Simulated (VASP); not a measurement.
Here is a VASP 6.6.1 calculation.

File INCAR:

```
PREC = Accurate
ENCUT = 520
EDIFF = 1E-6
ISMEAR = 0
SIGMA = 0.02
LREAL = False
LASPH = True
NELM = 100
ALGO = Normal
ISIF = 2
LWAVE = False
LCHARG = False
GGA = CA
NBANDS = 25
```

The input KPOINTS:

```
regular mesh
0
Gamma
  8 8 8
```

The input POSCAR:

```
CO2
1.0
   -1.9342583142      1.9342583142      2.9472776647
    1.9342583142     -1.9342583142      2.9472776647
    1.9342583142      1.9342583142     -2.9472776647
C O
2 4
Direct
    0.0000000000      0.0000000000      0.0000000000
    0.7500000000      0.2500000000      0.5000000000
    0.3750000000      0.2940783423      0.4190783423
    1.0440783423      0.6250000000      0.9190783423
    0.7059216577      0.1250000000      0.0809216577
    0.8750000000     -0.0440783423      0.5809216577
```

Potentials or basis: VASP PAW LDA potentials, release 64 (C, O).

Launch:

```sh
$ cat potpaw_LDA.64/C/POTCAR potpaw_LDA.64/O/POTCAR > POTCAR
$ mpirun -np 1 vasp_std > vasp.out
```

Q: Predict the pressure.

A: 2.5 GPa.

Q: Predict the band gap on the k mesh.

A: 7.52 eV, indirect (least direct gap 8.00 eV).

Q: What does it give for the largest force?

A: 0.143 eV/Å.

Stress tensor (GPa, compression positive):
```
2.65 0.00 0.00
0.00 2.65 0.00
0.00 0.00 2.24
```

A k mesh can miss the band edges.
